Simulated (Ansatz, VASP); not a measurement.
**Two plane-wave programs on Zn**

The input INCAR:

```
SYSTEM = Zn
PREC = Accurate
ENCUT = 500
EDIFF = 1E-6
ISMEAR = 0
SIGMA = 0.1
LREAL = .False.
LASPH = .True.
NELM = 120
ALGO = Normal
ISIF = 2
LWAVE = .False.
LCHARG = .True.
GGA = RE
LELF = .True.
LVHAR = .True.
NBANDS = 25
GGA_COMPAT = .False.
```

Contents of KPOINTS:

```
regular mesh
0
Gamma
  6 6 2
  0 0 0
```

Contents of POSCAR:

```
Zn
1.0
    2.2681701736     -1.3084870100      0.0000000000
    2.2681701736      1.3084870100      0.0000000000
   -1.5917165425      0.0000000000      7.3004081919
Zn
3
Direct
    0.0000000000      0.0000000000      0.0000000000
    0.2219821400      0.2219821400      0.6654950200
    0.7780178600      0.7780178600      0.3345049800
```

Input for Ansatz:

```yaml
crystal:
  lattice:
    - [2.2681701736, -1.30848701, 0.0]
    - [2.2681701736, 1.30848701, 0.0]
    - [-1.5917165425, 0.0, 7.3004081919]
  atoms:
    - { symbol: Zn, position: [0.0, 0.0, 0.0] }
    - { symbol: Zn, position: [0.22198214, 0.22198214, 0.66549502] }
    - { symbol: Zn, position: [0.77801786, 0.77801786, 0.33450498] }
  symmetry: { detect: true }
basis:
  ecutwfc: 420
kpoints:
  mp_grid: { grid: [6, 6, 2] }
hamiltonian:
  xc: revpbe
scf:
  occupations: { method: gaussian, width: 0.1 }
  mixing: { algorithm: anderson, beta: 0.42, ndim: 2, preconditioner: none }
  max_iter: 95
output:
  forces: true
  stress: true
  eigenvalues: true
```

Alike in both runs: task single point; functional revPBE; k mesh 6 × 6 × 2; occupations gaussian, width 0.1 eV; no spin polarisation.

```csv
,VASP,Ansatz
version,VASP 6.6.1,Ansatz 0.2.0
potentials or method,"VASP PAW PBE potentials, release 64 (Zn), cutoff 500 eV","scalar-relativistic, plane waves, PAW"
valence electrons in the cell,36,36
```

```tsv
	VASP	Ansatz	Ansatz less VASP
gap on the k mesh at the Fermi level (eV)	none	none	-
pressure (GPa)	7.5	7.1	-0.37
traceless stress, the component that is largest in VASP (GPa)	-1.03	-1.01	+0.023
rms of the force components (eV/Å)	0.015	0.014	-0.0010
```

VASP's potentials were made for PBE, not for revPBE. Atom by atom the forces differ by 0.001 eV/Å (rms over components). A gap of «none» marks a metal or a gap that the smearing closes. With one functional, cell and mesh, what is left measures potentials, basis and numerics.

The k mesh is coarse, so the values compare programs but aren't converged.
